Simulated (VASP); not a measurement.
The system is PbSe.

```
CELL_PARAMETERS angstrom
0.00000 3.06200 3.06200
3.06200 0.00000 3.06200
3.06200 3.06200 0.00000
ATOMIC_POSITIONS crystal
Pb 0.00000 0.00000 0.00000
Se 0.50000 0.50000 0.50000
```

Base run:

- Program: VASP 6.6.1
- Functional: PBE
- Potentials or basis: VASP PAW PBE potentials, release 64 (Pb_d, Se)
- Cutoff: 520 eV
- k mesh: 10 × 10 × 10
- Occupations: gaussian, width 0.03 eV
- Spin: non-collinear spin, zero start, spin-orbit coupling
- Starting moments: [[0.0, 0.0, 0.0], [0.0, 0.0, 0.0]] μB

Its results: pressure 2.1 GPa; net moment 0.00 μB per cell.

The run is repeated on the same cell with these changes: functional from PBE to LDA; potentials or basis from VASP PAW PBE potentials, release 64 (Pb_d, Se) to VASP PAW LDA potentials, release 64 (Pb_d, Se). What comes out?

Pressure -2.3 GPa; net moment 0.00 μB per cell.
